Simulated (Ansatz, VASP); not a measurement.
# ZrOs: VASP beside Ansatz

The input INCAR:

```
  PREC = Accurate
  ENCUT = 520
  EDIFF = 1E-6
  ISMEAR = -1
  SIGMA = 0.05
  LREAL = F
  LASPH = T
  NELM = 80
  ALGO = Normal
  ISIF = 2
  LWAVE = F
  LCHARG = F
  GGA = CA
  NBANDS = 17
```

The input KPOINTS:

```
Automatic mesh
0
Gamma
  11 11 11
```

Contents of POSCAR:

```
ZrOs
1.0
    3.2630000000      0.0000000000      0.0000000000
    0.0000000000      3.2630000000      0.0000000000
    0.0000000000      0.0000000000      3.2630000000
Zr Os
1 1
Direct
    0.5000000000      0.5000000000      0.5000000000
    0.0000000000      0.0000000000      0.0000000000
```

Input for Ansatz:

```yaml
crystal:
  lattice:
    - [3.263, 0.0, 0.0]
    - [0.0, 3.263, 0.0]
    - [0.0, 0.0, 3.263]
  atoms:
    - { symbol: Zr, position: [0.5, 0.5, 0.5] }
    - { symbol: Os, position: [0.0, 0.0, 0.0] }
kpoints:
  mp_grid: { grid: [11, 11, 11] }
  band_path:
    path:
      - [0.0, 0.0, 0.0]
      - [0.0, 0.5, 0.0]
      - [0.5, 0.5, 0.0]
      - [0.0, 0.0, 0.0]
      - [0.5, 0.5, 0.5]
      - [0.0, 0.5, 0.0]
      - [0.5, 0.5, 0.5]
      - [0.5, 0.5, 0.0]
    npoints: 14
scf:
  occupations: { method: fermi_dirac, width: 0.05 }
hamiltonian:
  xc: lda
  pseudopotentials: { kind: all_electron, lapw: { basis_error: 0.001 } }
output:
  forces: true
  stress: true
  eigenvalues: true
  populations: true
```

Alike in both runs: task single point; functional LDA; k mesh 11 × 11 × 11; occupations fermi-dirac, width 0.05 eV; no spin polarisation.

|  | VASP | Ansatz |
| --- | --- | --- |
| version | VASP 6.6.1 | Ansatz 0.2.0 |
| potentials or method | VASP PAW LDA potentials, release 64 (Zr_sv, Os), cutoff 520 eV | all-electron LAPW, scalar-relativistic |

|  | VASP | Ansatz | Ansatz less VASP |
| --- | --- | --- | --- |
| pressure (GPa) | -7.2 | -7.4 | -0.27 |

LDA's correlation is that of Perdew and Zunger in VASP and of Perdew and Wang (1992) in Ansatz. Ansatz ran all-electron here, and VASP with PAW potentials.

Spin-orbit coupling is off throughout.
